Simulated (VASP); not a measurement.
Crystal: Ni.

```xyz
2
Lattice="2.4480 0.0000 0.0000 -1.2240 2.1201 0.0000 0.0000 0.0000 4.0728" Properties=species:S:1:pos:R:3 pbc="T T T"
Ni    1.2240    0.7067    3.0546
Ni    0.0000    1.4134    1.0182
```

This isn't the form of Ni at room conditions, which is fcc.

```yaml
Program: VASP 6.6.1
Task: relaxation of cell and atoms
Functional: PBEsol
Dispersion: D4
Potentials_or_basis: VASP PAW PBE potentials, release 64 (Ni)
Cutoff: 600 eV
k_mesh: 12 × 12 × 7
Occupations: fermi-dirac, width 0.05 eV
Spin: collinear spin, ferromagnetic start
Starting_moments: "[1.0, 1.0] μB"
```

At the start: pressure -6.9 GPa; volume 10.57 Å³/atom.

Question: How do energy, volume and symmetry change on relaxing?

Answer: Over 8 steps the energy falls by 8.6 meV/atom and the volume is 10.23 Å³/atom (-3.2 %); space group P6_3/mmc (No. 194, to 0.1 Å) before and after; moment 1.25 μB per cell.

Step by step:
| step | energy change (eV) | largest force (eV/Å) | pressure (GPa) | volume (Å³) |
| --- | --- | --- | --- | --- |
| 1 | 0.0000 | 0.0000 | -6.86 | 21.14 |
| 2 | 0.0015 | 0.0000 | 8.90 | 19.78 |
| 3 | -0.0162 | 0.0000 | 0.27 | 20.46 |
| 4 | -0.0162 | 0.0000 | 0.46 | 20.44 |
| 5 | -0.0172 | 0.0000 | 0.23 | 20.46 |
| 6 | -0.0172 | 0.0000 | 0.18 | 20.47 |
| 7 | -0.0172 | 0.0000 | 0.13 | 20.47 |
| 8 | -0.0172 | 0.0000 | 0.13 | 20.47 |

Final structure:
```
CELL_PARAMETERS angstrom
2.43444 0.00000 0.00000
-1.21722 2.10829 0.00000
0.00000 0.00000 3.98759
ATOMIC_POSITIONS crystal
Ni 0.66667 0.33333 0.75000
Ni 0.33333 0.66667 0.25000
```

Caveat: the PAW data sets were made with another functional, which shifts forces and pressure a little.
